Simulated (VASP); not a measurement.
# BAs (F-43m) in VASP: single point with LDA

Aim: the single point of BAs with LDA.

Program: VASP 6.6.1. These are calculated values, not measurements. Logs are shortened: lines on timing, memory, paths and dates and some standing lists are left out, and cuts for length are marked.

**1. The cell of the first run**

Symmetry: F-43m, No. 216, cubic system. Conventional cell: a = 4.768 Å, b = 4.768 Å, c = 4.768 Å, α = 90.00°, β = 90.00°, γ = 90.00°. Within 2.7 Å of B (site symmetry -43m) lie 4 As at 2.06 Å. Within 2.7 Å of As (site symmetry -43m) lie 4 B at 2.06 Å.

**2. Single point, LDA**

File INCAR:

```
PREC = Accurate
ENCUT = 500
EDIFF = 1E-6
ISMEAR = -1
SIGMA = 0.05
LREAL = F
LASPH = T
NELM = 120
ALGO = Normal
ISIF = 2
LWAVE = F
LCHARG = F
GGA = CA
NBANDS = 11
GGA_COMPAT = F
```

File KPOINTS:

```
Automatic mesh
0
Gamma
  9 9 9
```

File POSCAR:

```
BAs
1.0
    0.0000000000      2.3839410000      2.3839410000
    2.3839410000      0.0000000000      2.3839410000
    2.3839410000      2.3839410000      0.0000000000
B As
1 1
Direct
    0.0000000000      0.0000000000      0.0000000000
    0.2500000000      0.2500000000      0.2500000000
```

Potentials or basis: VASP PAW LDA potentials, release 64 (B, As).

The run is started by

```console
$ cat potpaw_LDA.64/B/POTCAR potpaw_LDA.64/As/POTCAR > POTCAR
$ mpirun -np 1 vasp_std > vasp.out
```

OUTCAR:

```text
PREC = Accurate
   ENCUT = 500
   EDIFF = 1E-6
   ISMEAR = -1
   LREAL = F
   LASPH = T
   NELM = 120
   ISIF = 2
   GGA = CA

 ion  position               nearest neighbor table
   1  0.000  0.000  0.000-   2 2.06   2 2.06   2 2.06   2 2.06
   2  0.250  0.250  0.250-   1 2.06   1 2.06   1 2.06   1 2.06

  LATTYP: Found a face centered cubic cell.
 ALAT       =     4.7678820000

  Lattice vectors:

 A1 = (   0.0000000000,   2.3839410000,   2.3839410000)
 A2 = (   2.3839410000,   0.0000000000,   2.3839410000)
 A3 = (   2.3839410000,   2.3839410000,   0.0000000000)

Analysis of symmetry for initial positions (statically):
=====================================================================
 Subroutine PRICEL returns:
 Original cell was already a primitive cell.

 Routine SETGRP: Setting up the symmetry group for a
 face centered cubic supercell.

 Subroutine GETGRP returns: Found 24 space group operations
 (whereof 24 operations were pure point group operations)
 out of a pool of 48 trial point group operations.

The static configuration has the point symmetry T_d .

Analysis of symmetry for dynamics (positions and initial velocities):
=====================================================================
 Subroutine PRICEL returns:
 Original cell was already a primitive cell.

 Routine SETGRP: Setting up the symmetry group for a
 face centered cubic supercell.

 Subroutine GETGRP returns: Found 24 space group operations
 (whereof 24 operations were pure point group operations)
 out of a pool of 48 trial point group operations.

The dynamic configuration has the point symmetry T_d .

 Subroutine INISYM returns: Found 24 space group operations
 (whereof 24 operations are pure point group operations),
 and found     1 'primitive' translations

----------------------------------------------------------------------------------------

                                     Primitive cell

  volume of cell :      27.0967

  direct lattice vectors                    reciprocal lattice vectors
     0.000000000  2.383941000  2.383941000    -0.209736734  0.209736734  0.209736734
     2.383941000  0.000000000  2.383941000     0.209736734 -0.209736734  0.209736734
     2.383941000  2.383941000  0.000000000     0.209736734  0.209736734 -0.209736734

  length of vectors
     3.371401694  3.371401694  3.371401694     0.363274680  0.363274680  0.363274680

  position of ions in fractional coordinates (direct lattice)
     0.000000000  0.000000000  0.000000000
     0.250000000  0.250000000  0.250000000

  ion indices of the primitive-cell ions
   primitive index   ion index
                 1           1
                 2           2

----------------------------------------------------------------------------------------

 KPOINTS: Automatic mesh

Automatic generation of k-mesh.
 Grid dimensions read from file:
 generate k-points for:    9    9    9

 Generating k-lattice:

  Cartesian coordinates                     Fractional coordinates (reciprocal lattice)
    -0.023304082  0.023304082  0.023304082     0.111111111  0.000000000  0.000000000
     0.023304082 -0.023304082  0.023304082     0.000000000  0.111111111  0.000000000
     0.023304082  0.023304082 -0.023304082     0.000000000  0.000000000  0.111111111

  Length of vectors
     0.040363853  0.040363853  0.040363853

  Shift w.r.t. Gamma in fractional coordinates (k-lattice)
     0.000000000  0.000000000  0.000000000

 Subroutine IBZKPT returns following result:
 ===========================================

 Found     35 irreducible k-points:

 Following reciprocal coordinates:
            Coordinates               Weight
  0.000000  0.000000  0.000000      1.000000
  0.111111  0.000000  0.000000      8.000000
  0.222222  0.000000  0.000000      8.000000
  0.333333  0.000000  0.000000      8.000000
  0.444444  0.000000  0.000000      8.000000
  0.111111  0.111111  0.000000      6.000000
[... 16 lines left out ...]
 -0.333333  0.333333  0.000000     12.000000
  0.444444  0.444444  0.000000      6.000000
 [... further k-points ...]
   k-points           NKPTS =     35   k-points in BZ     NKDIM =     35   number of bands    NBANDS=     11
   number of dos      NEDOS =    301   number of ions     NIONS =      2
   total plane-waves  NPLWV =  21952
   dimension x,y,z NGX =    28 NGY =   28 NGZ =   28
   dimension x,y,z NGXF=    56 NGYF=   56 NGZF=   56
   ions per type =               1   1
   NGX,Y,Z   is equivalent  to a cutoff of  13.81, 13.81, 13.81 a.u.
   NGXF,Y,Z  is equivalent  to a cutoff of  27.61, 27.61, 27.61 a.u.
 SYSTEM =  unknown system
   PREC   = accura    normal or accurate (medium, high low for compatibility)
   ISTART =      0    job   : 0-new  1-cont  2-samecut
   ICHARG =      2    charge: 1-file 2-atom 10-const
   ISPIN  =      1    spin polarized calculation?
   LNONCOLLINEAR =      F non collinear calculations
   LSORBIT =      F    spin-orbit coupling
   LASPH  =      T    aspherical Exc in radial PAW
   ENCUT  =  500.0 eV  36.75 Ry    6.06 a.u.   6.15  6.15  6.15*2*pi/ulx,y,z
   NELM   =    120;   NELMIN=  2; NELMDL= -5     # of ELM steps
   EDIFF  = 0.1E-05   stopping-criterion for ELM
   LREAL  =      F    real-space projection
   EDIFFG = 0.1E-04   stopping-criterion for IOM
   NSW    =      0    number of steps for IOM
   IBRION =     -1    ionic relax: 0-MD 1-quasi-New 2-CG
   NFREE  =      0    steps in history (QN), initial steepest desc. (CG)
   ISIF   =      2    stress and relaxation
   ISYM   =      2    0-nonsym 1-usesym 2-fastsym
   POTIM  = 0.5000    time-step for ionic-motion
   TEBEG  =    0.0;   TEEND  =   0.0 temperature during run
   PSTRESS=    0.0 pullay stress
   NELECT =       8.0000    total number of electrons
   NUPDOWN=      -1.0000    fix difference up-down
   EMIN   =  10.00;   EMAX   =-10.00  energy-range for DOS
   EFERMI =   0.00;   METHOD = LEGACY
   ISMEAR =    -1;   SIGMA  =   0.05  broadening in eV -4-tet -1-fermi 0-gaus
   EFERMI_NEDOS =   21; number of points for ismear=-14 and -15
   IALGO  =     38    algorithm
   IMIX   =      4    mixing-type and parameters
     AMIX     =   0.40;   BMIX     =  1.00
     AMIX_MAG =   1.60;   BMIX_MAG =  1.00
  volume/ion in A,a.u.               =      13.55        91.43
  Fermi-wavevector in a.u.,A,eV,Ry     =   1.090099  2.059989 16.168022  1.188316
  Thomas-Fermi vector in A             =   2.226316
   LORBIT       =      0    0 simple, 1 ext, 2 COOP (PROOUT), +10 PAW based schemes
   GGA     = CA    functional components
   LHFCALC =     F    Hartree Fock is set to
   AEXX    =    0.0000 exact exchange contribution
   IVDW    =     0    specifies the selected vdW correction
   LEPSILON=     F    determine dielectric tensor
   LRPA    =     F    only Hartree local field effects (RPA)
 non-spin polarized calculation
  energy-cutoff  :      500.00
  volume of cell :       27.10
 maximum number of plane-waves:       701
 NGX is ok and might be reduce to    28
   NGX = 13   NGY = 13   NGZ = 13

 number of electron       8.0000000 magnetization

 Free energy of the ion-electron system (eV)
  ---------------------------------------------------
  ext. energy  EPLUGINS =         0.00000000
  ---------------------------------------------------
  free energy    TOTEN  =       -12.92260717 eV

  energy without entropy =      -12.92260702  energy(sigma->0) =      -12.92260710

 E-fermi :   6.7797     XC(G=0): -10.8078

 val. band max:        6.2220247092   @ k =   0.0000   0.0000   0.0000
 cond. band min:       7.3857760052   @ k =   0.4444   0.4444   0.0000
 fundamental gap:      1.1637512961
 Fermi energy:         6.7796600867

 k-point     1 :       0.0000    0.0000    0.0000
  band No.  band energies     occupation
      1      -9.2067      2.00000
      2       6.2220      1.99997
      3       6.2220      1.99997
      4       6.2220      1.99997
      5       9.4785      0.00000
      6       9.4785      0.00000
      7       9.4785      0.00000
      8      10.9879      0.00000
      9      15.6070      0.00000
     10      19.2784      0.00000
     11      19.2784      0.00000

 k-point     2 :       0.1111    0.0000    0.0000
  band No.  band energies     occupation
      1      -9.0037      2.00000
      2       4.5819      2.00000
      3       5.8591      2.00000
      4       5.8591      2.00000
      5       9.6241      0.00000
      6       9.9551      0.00000
      7       9.9551      0.00000
      8      12.0028      0.00000
      9      16.3881      0.00000
     10      18.0116      0.00000
     11      18.0116      0.00000

 k-point     3 :       0.2222    0.0000    0.0000
  band No.  band energies     occupation
      1      -8.4080      2.00000
      2       1.9329      2.00000
      3       5.2166      2.00000
      4       5.2166      2.00000
      5       9.3754      0.00000
      6      10.7231      0.00000
      7      10.7231      0.00000
      8      13.7084      0.00000
      9      17.3341      0.00000
     10      17.3903      0.00000
     11      17.3903      0.00000

 k-point     4 :       0.3333    0.0000    0.0000
  band No.  band energies     occupation
      1      -7.4841      2.00000
      2      -0.5238      2.00000
      3       4.7011      2.00000
      4       4.7011      2.00000
      5       9.1092      0.00000
      6      11.0281      0.00000
      7      11.0281      0.00000
      8      14.7860      0.00000
      9      17.5703      0.00000
     10      18.2532      0.00000
     11      18.2532      0.00000
[... 239 lines left out ...]
 k-point    22 :      -0.4444    0.3333    0.0000
  band No.  band energies     occupation
      1      -5.2694      2.00000
      2      -1.7484      2.00000
      3       0.6034      2.00000
      4       2.6610      2.00000
      5       8.1491      0.00000
      6      11.1377      0.00000
      7      15.4076      0.00000
      8      15.4588      0.00000
      9      17.6666      0.00000
     10      20.5070      0.00000
     11      22.6789      0.00000

 k-point    23 :      -0.3333    0.3333    0.0000
  band No.  band energies     occupation
      1      -5.3926      2.00000
      2      -1.5778      2.00000
      3       0.0889      2.00000
      4       3.1555      2.00000
      5       8.6531      0.00000
      6      13.4058      0.00000
      7      14.3141      0.00000
      8      15.5431      0.00000
      9      15.6115      0.00000
     10      18.3737      0.00000
     11      22.9292      0.00000

 k-point    24 :       0.4444    0.4444    0.0000
  band No.  band energies     occupation
      1      -5.3958      2.00000
      2      -1.7979      2.00000
      3       2.1922      2.00000
      4       2.1922      2.00000
      5       7.3858      0.00001
      6       7.9734      0.00000
      7      17.1827      0.00000
      8      17.1827      0.00000
      9      18.7498      0.00000
     10      23.2961      0.00000
     11      23.9323      0.00000

 [... further k-points ...]

------------------------ aborting loop because EDIFF is reached ----------------------------------------

  FORCE on cell =-STRESS in cart. coord.  units (eV):
  Direction    XX          YY          ZZ          XY          YZ          ZX
  --------------------------------------------------------------------------------------
  -------------------------------------------------------------------------------------
  Total       -0.3893154     -0.3893154     -0.3893154      0.0000000      0.0000000     -0.0000000
  in kB      -23.0194904    -23.0194904    -23.0194904      0.0000000      0.0000000     -0.0000000
  external PRESSURE =     -23.0194904 kB  Pullay stress =       0.0000000 kB

 VOLUME and BASIS-vectors are now :
 -----------------------------------------------------------------------------
  energy-cutoff  :      500.00
  volume of cell :       27.10
      direct lattice vectors                 reciprocal lattice vectors
     0.000000000  2.383941000  2.383941000    -0.209736734  0.209736734  0.209736734
     2.383941000  0.000000000  2.383941000     0.209736734 -0.209736734  0.209736734
     2.383941000  2.383941000  0.000000000     0.209736734  0.209736734 -0.209736734

 POSITION                                       TOTAL-FORCE (eV/Angst)
 -----------------------------------------------------------------------------------
      0.00000      0.00000      0.00000        -0.000000     -0.000000     -0.000000
      1.19197      1.19197      1.19197         0.000000      0.000000      0.000000
 -----------------------------------------------------------------------------------
    total drift:                               -0.000000     -0.000000     -0.000000

  FREE ENERGIE OF THE ION-ELECTRON SYSTEM (eV)
  ---------------------------------------------------
  free  energy   TOTEN  =       -12.9226071740 eV

  energy  without entropy=      -12.9226070220  energy(sigma->0) =      -12.92260710
```

Wall time 26 s (1 thread of AMD EPYC 7R13, shared host); peak memory 0.11 GiB.

Results:

| Property | Result |
| --- | --- |
| Free energy | -12.9226 eV |
| Pressure | -2.3 GPa |
| Band gap on the k mesh | 1.16 eV, indirect (least direct gap 3.26 eV) |

Levels at points of the mesh, in eV from the valence-band top:
```tsv
k point	band 1	band 2	band 3	band 4	band 5	band 6	band 7	band 8
(0.00, 0.00, 0.00)	-15.43	0.00	0.00	0.00	3.26	3.26	3.26	4.77
```

A k mesh can miss the band edges. LDA gaps usually lie below the measured ones, often by a third to a half.
